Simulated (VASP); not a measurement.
Set up this calculation in VASP 6.6.1, as the native input.

```
Task                   : single point
Functional             : r2SCAN
Dispersion             : D3(BJ)
Potentials or basis    : VASP PAW PBE potentials, release 64 (Sb)
Cutoff                 : 520 eV
k mesh                 : 6 × 6 × 6
Occupations            : gaussian, width 0.1 eV
Spin                   : no spin polarisation
Dipole correction      : no
Further INCAR settings : ALGO = Normal; EDIFF = 1e-07; NBANDS = 12
```

Sb:

```
Sb
1.0
     2.10513    1.21540    3.54999
    -2.10513    1.21540    3.54999
     0.00000   -2.43079    3.54999
Sb
2
Direct
  0.23775 0.23775 0.23775
  0.76225 0.76225 0.76225
```

The input as run:

POSCAR

```
Sb
1.0
    2.1051293924      1.2153970214      3.5499903794
   -2.1051293924      1.2153970214      3.5499903794
    0.0000000000     -2.4307940427      3.5499903794
Sb
2
Direct
    0.2377546507      0.2377546507      0.2377546507
    0.7622453493      0.7622453493      0.7622453493
```

INCAR.step1

```
SYSTEM = Sb
ALGO = Normal
EDIFF = 1E-4
ENCUT = 520
GGA = PE
ISMEAR = 0
LASPH = .True.
LCHARG = .False.
LREAL = .False.
LWAVE = .True.
NBANDS = 12
NELM = 100
PREC = Accurate
SIGMA = 0.1
```

INCAR.step2

```
SYSTEM = Sb
ALGO = Normal
EDIFF = 1E-7
ENCUT = 520
ISIF = 2
ISMEAR = 0
ISTART = 1
IVDW = 12
LASPH = .True.
LCHARG = .False.
LMIXTAU = .True.
LREAL = .False.
LWAVE = .False.
METAGGA = R2SCAN
NBANDS = 12
NELM = 100
PREC = Accurate
SIGMA = 0.1
VDW_A1 = 0.49484001
VDW_A2 = 5.73083694
VDW_S6 = 1.0
VDW_S8 = 0.78981345
```

KPOINTS

```
k-points
0
Gamma
  6 6 6
  0 0 0
```

Potentials or basis: VASP PAW PBE potentials, release 64 (Sb).

Command:

```console
$ cat potpaw_PBE.64/Sb/POTCAR > POTCAR
$ cp INCAR.step1 INCAR
$ mpirun -np 1 vasp_std > vasp.out
$ cp INCAR.step2 INCAR
$ mpirun -np 1 vasp_std > vasp.out
```

Results of the run:

The pressure is 6.6 GPa, the largest force is 0.085 eV/Å and the band gap on the k mesh is zero (bands 5 and 6 overlap by 0.71 eV). The dispersion energy per atom is -0.245 eV.

Caveat: the cell stands under pressure; the PAW data sets were made with another functional, which shifts forces and pressure a little; spin-orbit coupling is left out, which moves the levels of the heavy elements.

Run time: 44 s on 1 thread of AMD EPYC 9R45 96-Core Processor (Zen 5) (shared host), peak memory 0.16 GiB.
